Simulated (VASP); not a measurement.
Write the native input for VASP 6.6.1 that does the following.

- Task: single point
- Functional: PBE
- Dispersion: D3(BJ)
- Potentials or basis: VASP PAW PBE potentials, release 64 (Te, Mo_sv)
- Cutoff: 520 eV
- k mesh: 9 × 9 × 1
- Occupations: gaussian, width 0.05 eV
- Spin: no spin polarisation
- Dipole correction: yes
- Further INCAR settings: ALGO = Normal; EDIFF = 1e-06; NBANDS = 35

The structure of Te2Mo lies in POSCAR:

```
Te2Mo
1.0
    3.5038818256      0.0000000000      0.0000000000
   -1.7519409128      3.0344506729      0.0000000000
    0.0000000000      0.0000000000     24.7677191314
Te Mo
4 2
Direct
    0.3333333333      0.6666666667      0.1816881069
    0.3333333333      0.6666666667      0.3282846889
    0.3333333333      1.1666666667      0.4653566174
    0.3333333333      1.1666666667      0.6119528210
    0.6666666667      0.3333333334      0.2549994691
    0.6666666667      0.8333333334      0.5386425996
```

This cell differs from its parent crystal: layers slid over each other, then relaxed in part.

One way to write it, as run:

INCAR

```
SYSTEM = Te2Mo
  PREC = Accurate
  ENCUT = 520
  EDIFF = 1E-6
  ISMEAR = 0
  SIGMA = 0.05
  LREAL = .False.
  LASPH = .True.
  NELM = 80
  ALGO = Normal
  ISIF = 2
  LWAVE = .False.
  LCHARG = .True.
  LDIPOL = .True.
  IDIPOL = 3
  DIPOL = 0.5 0.5 0.397
  GGA = PE
  IVDW = 12
  LELF = .True.
  LVHAR = .True.
  LVACPOTAV = .True.
  NBANDS = 35
```

KPOINTS

```
regular mesh
0
Gamma
  9 9 1
  0 0 0
```

Potentials or basis: VASP PAW PBE potentials, release 64 (Te, Mo_sv).

The run is started by

```bash
$ cat potpaw_PBE.64/Te/POTCAR potpaw_PBE.64/Mo_sv/POTCAR > POTCAR
$ mpirun -np 1 vasp_std > vasp.out
```

It gave:

```yaml
Largest_force: 0.015 eV/Å
Band_gap_on_the_k_mesh: 1.06 eV (least direct gap 1.16 eV)
Dispersion_energy_per_atom: -0.468 eV
```

Caveat: the cell differs from its parent crystal (layers slid over each other, then relaxed in part); spin-orbit coupling is left out, which moves the levels of the heavy elements.

Run time: 7.5 min on 1 thread of AMD EPYC 7R13 Processor (Zen 3), with other jobs on the host, peak memory 0.45 GiB.
